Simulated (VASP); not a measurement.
# Zn8O7 (a cell with a defect) in VASP: further runs

Runs on Zn8O7 (a cell with a defect). Level: PBE. Tasks: single point, relaxation of the atoms.

All numbers are computed with VASP 6.6.1; they aren't measurements. Logs are shortened: lines on timing, memory, paths and dates and some standing lists are left out, and cuts for length are marked.

## 1. The cell of the first run

The cell holds a defect, 15 atoms: a = 6.497 Å, b = 6.497 Å, c = 6.497 Å, α = 104.76°, β = 104.76°, γ = 119.37°.

## 2. Single point, PBE

Input file INCAR:

```
SYSTEM = Zn8O7
  PREC = Accurate
  ENCUT = 520
  EDIFF = 1E-7
  ISMEAR = 0
  SIGMA = 0.05
  LREAL = Auto
  LASPH = .True.
  NELM = 80
  ALGO = Normal
  ISIF = 2
  LWAVE = .False.
  LCHARG = .False.
  GGA = PE
  NBANDS = 82
  NELECT = 136.0
```

Input file KPOINTS:

```
regular mesh
0
Gamma
  4 4 4
  0 0 0
```

Input file POSCAR:

```
Zn8O7
1.0
    5.6084659105      0.0000000000     -3.2791201819
   -5.6084659105      0.0000000000     -3.2791201819
    0.0000000000      5.6084659105      3.2791201819
Zn O
8 7
Direct
    0.4289493666      0.2438515133      0.1728009077
    0.9738333595      0.7473067085      0.2211401513
    0.0710506414      0.2438515491      0.8149021627
    0.5261665930      0.7473067443      0.7734733649
    0.0194880018      0.3422111901      0.3227231883
    0.4805119705      0.8032351587      0.3227231883
   -0.0010379309      0.6880424811      0.6890804119
    0.5010379388      0.1901183348      0.6890804119
    0.2499999861      0.4262907964      0.1762908103
    0.7499999050      0.6875648281      0.9375647608
    0.2499999327      0.0664420728      0.8164419777
    0.1567082574      0.4865319614      0.6718036733
    0.6852716307      0.0150953187      0.6718034950
    0.8147282684      0.4865319256      0.3298237039
    0.3432917506      0.0150954078      0.3298237039
```

Potentials or basis: VASP PAW PBE potentials, release 64 (Zn, O).

On the command line:

```
cat potpaw_PBE.64/Zn/POTCAR potpaw_PBE.64/O/POTCAR > POTCAR
mpirun -np 1 vasp_std > vasp.out
```

OUTCAR:

```text
SYSTEM = Zn8O7
   PREC = Accurate
   ENCUT = 520
   EDIFF = 1E-7
   ISMEAR = 0
   LREAL = Auto
   LASPH = .True.
   NELM = 80
   ISIF = 2
   GGA = PE
   NELECT = 136.0

 ion  position               nearest neighbor table
   1  0.429  0.244  0.173-  15 1.95  14 1.95  11 2.00   9 2.03   3 2.84
   2  0.974  0.747  0.221-  10 1.84  14 1.92  15 1.92   5 3.00   6 3.00
   3  0.071  0.244  0.815-  12 1.95  13 1.95  11 2.00   9 2.03   1 2.84
   4  0.526  0.747  0.773-  10 1.84  12 1.92  13 1.92   6 3.00   5 3.00
   5  0.019  0.342  0.323-   9 1.91  14 1.97  12 1.97   7 2.91   2 3.00   4 3.00   6 3.02
   6  0.481  0.803  0.323-   9 1.91  13 1.97  15 1.97   8 2.91   4 3.00   2 3.00   5 3.02
   7  0.999  0.688  0.689-  11 1.93  12 2.02  14 2.02   5 2.91
   8  0.501  0.190  0.689-  11 1.93  15 2.02  13 2.02   6 2.91
   9  0.250  0.426  0.176-   5 1.91   6 1.91   3 2.03   1 2.03
  10  0.750  0.688  0.938-   4 1.84   2 1.84
  11  0.250  0.066  0.816-   8 1.93   7 1.93   3 2.00   1 2.00
  12  0.157  0.487  0.672-   4 1.92   3 1.95   5 1.97   7 2.02
  13  0.685  0.015  0.672-   4 1.92   3 1.95   6 1.97   8 2.02
  14  0.815  0.487  0.330-   2 1.92   1 1.95   5 1.97   7 2.02
  15  0.343  0.015  0.330-   2 1.92   1 1.95   6 1.97   8 2.02

  LATTYP: Found a body centered tetragonal cell.
 ALAT       =     7.9315685547
 C/A-ratio  =     0.8268528877

  Lattice vectors:

 A1 = (   5.6084659105,   0.0000000000,  -3.2791201819)
 A2 = (  -5.6084659105,   0.0000000000,  -3.2791201819)
 A3 = (   0.0000000000,   5.6084659105,   3.2791201819)

Analysis of symmetry for initial positions (statically):
=====================================================================
 Subroutine PRICEL returns:
 Original cell was already a primitive cell.

 Routine SETGRP: Setting up the symmetry group for a
 body centered tetragonal supercell.

 Subroutine GETGRP returns: Found  4 space group operations
 (whereof  2 operations were pure point group operations)
 out of a pool of 16 trial point group operations.

The static configuration has the point symmetry C_1h.
 The point group associated with its full space group is C_2v.

Analysis of symmetry for dynamics (positions and initial velocities):
=====================================================================
 Subroutine PRICEL returns:
 Original cell was already a primitive cell.

 Routine SETGRP: Setting up the symmetry group for a
 body centered tetragonal supercell.

 Subroutine GETGRP returns: Found  4 space group operations
 (whereof  2 operations were pure point group operations)
 out of a pool of 16 trial point group operations.

The dynamic configuration has the point symmetry C_1h.
 The point group associated with its full space group is C_2v.

 Subroutine INISYM returns: Found  4 space group operations
 (whereof  2 operations are pure point group operations),
 and found     1 'primitive' translations

----------------------------------------------------------------------------------------

                                     Primitive cell

  volume of cell :     206.2887

  direct lattice vectors                    reciprocal lattice vectors
     5.608465910  0.000000000 -3.279120182     0.089150939  0.089150939 -0.152479925
    -5.608465910  0.000000000 -3.279120182    -0.089150939  0.089150939 -0.152479925
     0.000000000  5.608465910  3.279120182     0.000000000  0.178301877  0.000000000

  length of vectors
     6.496731412  6.496731412  6.496731412     0.197853247  0.197853247  0.178301877

  position of ions in fractional coordinates (direct lattice)
     0.428949367  0.243851513  0.172800908
     0.973833359  0.747306708  0.221140151
     0.071050641  0.243851549  0.814902163
     0.526166593  0.747306744  0.773473365
     0.019488002  0.342211190  0.322723188
     0.480511970  0.803235159  0.322723188
     0.998962069  0.688042481  0.689080412
     0.501037939  0.190118335  0.689080412
[... 27 lines left out ...]

 KPOINTS: regular mesh

Automatic generation of k-mesh.
 Grid dimensions read from file:
 generate k-points for:    4    4    4

 Generating k-lattice:

  Cartesian coordinates                     Fractional coordinates (reciprocal lattice)
     0.022287735  0.022287735 -0.038119981     0.250000000 -0.000000000  0.000000000
    -0.022287735  0.022287735 -0.038119981    -0.000000000  0.250000000  0.000000000
     0.000000000  0.044575469  0.000000000     0.000000000  0.000000000  0.250000000

  Length of vectors
     0.049463312  0.049463312  0.044575469

  Shift w.r.t. Gamma in fractional coordinates (k-lattice)
     0.000000000  0.000000000  0.000000000

 Subroutine IBZKPT returns following result:
 ===========================================

 Found     18 irreducible k-points:

 Following reciprocal coordinates:
            Coordinates               Weight
  0.000000  0.000000  0.000000      1.000000
  0.250000  0.000000  0.000000      4.000000
  0.250000  0.000000 -0.250000      4.000000
  0.500000  0.000000  0.000000      2.000000
  0.500000  0.000000  0.500000      2.000000
  0.250000  0.250000  0.000000      8.000000
[... 10 lines left out ...]
 -0.250000 -0.250000  0.250000      2.000000
  0.500000  0.500000  0.500000      1.000000
   k-points           NKPTS =     18   k-points in BZ     NKDIM =     18   number of bands    NBANDS=     82
   number of dos      NEDOS =    301   number of ions     NIONS =     15
   total plane-waves  NPLWV = 110592
   dimension x,y,z NGX =    48 NGY =   48 NGZ =   48
   dimension x,y,z NGXF=    96 NGYF=   96 NGZF=   96
   ions per type =               8   7
   NGX,Y,Z   is equivalent  to a cutoff of  12.28, 12.28, 12.28 a.u.
   NGXF,Y,Z  is equivalent  to a cutoff of  24.57, 24.57, 24.57 a.u.
 SYSTEM =  Zn8O7
   PREC   = accura    normal or accurate (medium, high low for compatibility)
   ISTART =      0    job   : 0-new  1-cont  2-samecut
   ICHARG =      2    charge: 1-file 2-atom 10-const
   ISPIN  =      1    spin polarized calculation?
   LNONCOLLINEAR =      F non collinear calculations
   LSORBIT =      F    spin-orbit coupling
   LASPH  =      T    aspherical Exc in radial PAW
   ENCUT  =  520.0 eV  38.22 Ry    6.18 a.u.  12.08 12.08 12.08*2*pi/ulx,y,z
   NELM   =     80;   NELMIN=  2; NELMDL= -5     # of ELM steps
   EDIFF  = 0.1E-06   stopping-criterion for ELM
   LREAL  =      T    real-space projection
   EDIFFG = 0.1E-05   stopping-criterion for IOM
   NSW    =      0    number of steps for IOM
   IBRION =     -1    ionic relax: 0-MD 1-quasi-New 2-CG
   NFREE  =      0    steps in history (QN), initial steepest desc. (CG)
   ISIF   =      2    stress and relaxation
   ISYM   =      2    0-nonsym 1-usesym 2-fastsym
   POTIM  = 0.5000    time-step for ionic-motion
   TEBEG  =    0.0;   TEEND  =   0.0 temperature during run
   PSTRESS=    0.0 pullay stress
   NELECT =     136.0000    total number of electrons
   NUPDOWN=      -1.0000    fix difference up-down
   EMIN   =  10.00;   EMAX   =-10.00  energy-range for DOS
   EFERMI =   0.00;   METHOD = LEGACY
   ISMEAR =     0;   SIGMA  =   0.05  broadening in eV -4-tet -1-fermi 0-gaus
   EFERMI_NEDOS =   21; number of points for ismear=-14 and -15
   IALGO  =     38    algorithm
   IMIX   =      4    mixing-type and parameters
     AMIX     =   0.40;   BMIX     =  1.00
     AMIX_MAG =   1.60;   BMIX_MAG =  1.00
  volume/ion in A,a.u.               =      13.75        92.81
  Fermi-wavevector in a.u.,A,eV,Ry     =   1.424829  2.692536 27.621686  2.030137
  Thomas-Fermi vector in A             =   2.545278
   LORBIT       =      0    0 simple, 1 ext, 2 COOP (PROOUT), +10 PAW based schemes
   GGA     = PE    functional components
   LHFCALC =     F    Hartree Fock is set to
   AEXX    =    0.0000 exact exchange contribution
   IVDW    =     0    specifies the selected vdW correction
   LEPSILON=     F    determine dielectric tensor
   LRPA    =     F    only Hartree local field effects (RPA)
 non-spin polarized calculation
 Gauss-broadening in eV      SIGMA  =   0.05
  energy-cutoff  :      520.00
  volume of cell :      206.29
 maximum number of plane-waves:      5572
   NGX = 25   NGY = 25   NGZ = 25

 number of electron     136.0000034 magnetization

 Free energy of the ion-electron system (eV)
  ---------------------------------------------------
  ext. energy  EPLUGINS =         0.00000000
  ---------------------------------------------------
  free energy    TOTEN  =       -63.74183066 eV

  energy without entropy =      -63.74078243  energy(sigma->0) =      -63.74130655

 E-fermi :   0.3971     XC(G=0):  -9.9850

 val. band max:        0.3720616661   @ k =   0.0000   0.0000   0.0000
 cond. band min:       0.4112970421   @ k =   0.0000   0.0000   0.0000
 fundamental gap:      0.0392353761
 Fermi energy:         0.3970837846

 k-point     1 :       0.0000    0.0000    0.0000
  band No.  band energies     occupation
      1     -17.5958      2.00000
      2     -17.1182      2.00000
      3     -17.1098      2.00000
      4     -16.9901      2.00000
      5     -16.8080      2.00000
      6     -16.7788      2.00000
[... 1483 lines left out ...]
     79       8.6094      0.00000
     80       8.6158      0.00000
 [bands above 80 left out]

------------------------ aborting loop because EDIFF is reached ----------------------------------------

  FORCE on cell =-STRESS in cart. coord.  units (eV):
  Direction    XX          YY          ZZ          XY          YZ          ZX
  --------------------------------------------------------------------------------------
  -------------------------------------------------------------------------------------
  Total       -7.3084972     -7.3084972     -9.1243108      6.6975242      0.0000000      0.0000000
  in kB      -56.7627164    -56.7627164    -70.8655485     52.0174879      0.0000000      0.0000000
  external PRESSURE =     -61.4636605 kB  Pullay stress =       0.0000000 kB

 VOLUME and BASIS-vectors are now :
 -----------------------------------------------------------------------------
  energy-cutoff  :      520.00
  volume of cell :      206.29
      direct lattice vectors                 reciprocal lattice vectors
     5.608465910  0.000000000 -3.279120182     0.089150939  0.089150939 -0.152479925
    -5.608465910  0.000000000 -3.279120182    -0.089150939  0.089150939 -0.152479925
     0.000000000  5.608465910  3.279120182     0.000000000  0.178301877  0.000000000

 POSITION                                       TOTAL-FORCE (eV/Angst)
 -----------------------------------------------------------------------------------
      1.03812      0.96915     -1.63956         0.042217     -0.030656      0.000000
      1.27047      1.24026     -4.91868        -0.058162      0.035649      0.000000
     -0.96915      4.57035      1.63956         0.030656     -0.042217      0.000000
     -1.24026      4.33800     -1.63956        -0.035649      0.058162      0.000000
     -1.80998      1.80998     -0.12781        -0.157201      0.157201     -0.142694
     -1.80998      1.80998     -3.15131        -0.157201      0.157201      0.142694
      1.74378      3.86468     -3.27231        -0.270891      0.270891      0.359668
      1.74378      3.86468     -0.00681        -0.270891      0.270891     -0.359668
     -0.98872      0.98872     -1.63956         0.022241     -0.022241      0.000000
      0.35017      5.25830     -1.63956         1.254410     -1.254410      0.000000
      1.02948      4.57899      1.63956         0.008158     -0.008158      0.000000
     -1.84981      3.76779      0.09366        -0.067484      0.136360     -0.027088
      3.75866      3.76779     -0.09366        -0.067484      0.136360      0.027088
      1.84068      1.84980     -3.18546        -0.136360      0.067484     -0.027088
      1.84068      1.84980     -0.09366        -0.136360      0.067484      0.027088
 -----------------------------------------------------------------------------------
    total drift:                                0.009599     -0.006969      0.000511

  FREE ENERGIE OF THE ION-ELECTRON SYSTEM (eV)
  ---------------------------------------------------
  free  energy   TOTEN  =       -63.7418306650 eV

  energy  without entropy=      -63.7407824337  energy(sigma->0) =      -63.74130655
```

It took 25 min on 1 thread of Intel Xeon 8259CL, shared host; peak memory 0.42 GiB.

What came out:

```yaml
Free_energy: -63.7418 eV
Largest_force: 1.774 eV/Å
```

Forces in eV/Å, atoms in the order of the input:
```
Zn   0.042 -0.031  0.000
Zn  -0.058  0.036  0.000
Zn   0.031 -0.042  0.000
Zn  -0.036  0.058  0.000
Zn  -0.157  0.157 -0.143
Zn  -0.157  0.157  0.143
Zn  -0.271  0.271  0.360
Zn  -0.271  0.271 -0.360
O    0.022 -0.022  0.000
O    1.254 -1.254  0.000
O    0.008 -0.008  0.000
O   -0.067  0.136 -0.027
O   -0.067  0.136  0.027
O   -0.136  0.067 -0.027
O   -0.136  0.067  0.027
```

Levels at points of the mesh, in eV from the Fermi level:
| k point | band 64 | band 65 | band 66 | band 67 | band 68 | band 69 | band 70 | band 71 | band 72 | band 73 |
| --- | --- | --- | --- | --- | --- | --- | --- | --- | --- | --- |
| (0.00, 0.00, 0.00) | -0.76 | -0.70 | -0.65 | -0.07 | -0.02 | 0.01 | 3.06 | 4.48 | 5.13 | 5.27 |
| (0.50, 0.00, 0.00) | -1.09 | -0.88 | -0.75 | -0.54 | -0.42 | 2.17 | 2.68 | 3.90 | 4.32 | 5.37 |
| (0.50, 0.00, 0.50) | -0.99 | -0.75 | -0.68 | -0.60 | -0.29 | 2.35 | 2.68 | 3.87 | 4.45 | 4.61 |
| (0.50, 0.50, 0.00) | -1.00 | -0.77 | -0.71 | -0.62 | -0.12 | 1.82 | 2.43 | 3.87 | 4.68 | 4.70 |
| (0.50, 0.50, 0.50) | -1.27 | -1.21 | -0.82 | -0.38 | -0.25 | 2.24 | 3.51 | 3.73 | 3.74 | 4.35 |

Caveat: the cell carries a net charge on a neutralising background, which shifts energy and pressure; the cell is charged against a uniform background, so pressure and absolute levels hang on convention.

[end of part 1 of 2]
